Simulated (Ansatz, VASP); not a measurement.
**B in VASP and in Ansatz**

INCAR

```
PREC = Accurate
ENCUT = 520
EDIFF = 1E-6
ISMEAR = -1
SIGMA = 0.1
LREAL = False
LASPH = True
NELM = 80
ALGO = Normal
ISIF = 2
LWAVE = False
LCHARG = False
GGA = RE
NBANDS = 8
```

KPOINTS

```
Automatic mesh
0
Gamma
  21 21 21
```

File POSCAR:

```
B
1.0
   -1.1895252737      1.1895252737      1.1895252737
    1.1895252737     -1.1895252737      1.1895252737
    1.1895252737      1.1895252737     -1.1895252737
B
1
Direct
    0.0000000000      0.0000000000      0.0000000000
```

Input for Ansatz:

```yaml
crystal:
  lattice:
    - [-1.1895252737, 1.1895252737, 1.1895252737]
    - [1.1895252737, -1.1895252737, 1.1895252737]
    - [1.1895252737, 1.1895252737, -1.1895252737]
  atoms:
    - { symbol: B, position: [0.0, 0.0, 0.0] }
hamiltonian:
  xc: revpbe
  pseudopotentials:
    kind: paw
    azcp:
      B: "pseudopotentials/B.paw.azcp"
basis:
  ecutwfc: 420
  fft_grid_basis: typed
kpoints:
  mp_grid: { grid: [21, 21, 21], shift: [0, 0, 0] }
magnetization:
  spin_polarized: false
scf:
  occupations: { method: fermi_dirac, width: 0.1 }
  lower_state_search: "off"
output:
  stress: true
```

Alike in both runs: task single point; functional revPBE; k mesh 21 × 21 × 21; occupations fermi-dirac, width 0.1 eV; no spin polarisation.

|  | VASP | Ansatz |
| --- | --- | --- |
| version | VASP 6.6.1 | Ansatz 0.2.0 |
| potentials or method | VASP PAW PBE potentials, release 64 (B), cutoff 520 eV | plane waves (420 eV) with PAW, scalar-relativistic |
| valence electrons in the cell | 3 | 3 |

```csv
,VASP,Ansatz,Ansatz less VASP
pressure (GPa),-14.0,-13.7,+0.26
```

VASP's potentials were made for PBE, not for revPBE.
